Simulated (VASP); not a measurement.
Set up this calculation in VASP 6.6.1, as the native input.

- Task: single point
- Functional: PBE
- Potentials or basis: VASP PAW PBE potentials, release 64 (Na_pv, Te, F)
- Cutoff: 520 eV
- k mesh: 4 × 4 × 2
- Occupations: gaussian, width 0.1 eV
- Spin: no spin polarisation
- Dipole correction: no
- Further INCAR settings: ALGO = Normal; EDIFF = 1e-06; NBANDS = 45

The structure of Na3TeF lies in POSCAR:

```
Na3TeF
1.0
    4.7501364055     -0.0000041771     -0.0009694832
   -0.0000785505      4.7401199558     -0.0049793930
   -0.0020392526     -0.0103101600      9.4387022051
Na Te F
6 2 2
Direct
    0.5001115615      1.0021892581      0.0001245832
    0.4995329868      0.9976145326      0.5008167856
    1.0000080887      0.4984081879      0.5005474414
    0.0001064411      0.5011015203      0.9994919927
    0.0000148977     -0.0000982560      0.2497567016
    0.9993647349      0.0002266973      0.7498446428
    0.5004254122      0.5008383242      0.2499560184
    0.4998456477      0.4995591177      0.7500191735
    0.0006732014      0.0013693055     -0.0003545474
   -0.0000829720     -0.0012086876      0.4997972084
```

These files were run (other wordings do the same):

INCAR

```
SYSTEM = Na3TeF
PREC = Accurate
ENCUT = 520
EDIFF = 1E-6
ISMEAR = 0
SIGMA = 0.1
LREAL = .False.
LASPH = .True.
NELM = 100
ALGO = Normal
ISIF = 2
LWAVE = .False.
LCHARG = .True.
GGA = PE
LELF = .True.
LVHAR = .True.
NBANDS = 45
```

KPOINTS

```
Automatic mesh
0
Gamma
  4 4 2
  0 0 0
```

Potentials or basis: VASP PAW PBE potentials, release 64 (Na_pv, Te, F).

Launch:

```bash
$ cat potpaw_PBE.64/Na_pv/POTCAR potpaw_PBE.64/Te/POTCAR potpaw_PBE.64/F/POTCAR > POTCAR
$ mpirun -np 1 vasp_std > vasp.out
```

It gave:

The pressure is -0.1 GPa, the largest force is 0.021 eV/Å and the band gap on the k mesh is 2.06 eV.

Caveat: spin-orbit coupling is left out, which moves the levels of the heavy elements.

Run time: 110 s on 1 thread of Intel(R) Xeon(R) Platinum 8488C (Sapphire Rapids), on a shared host, peak memory 0.37 GiB.
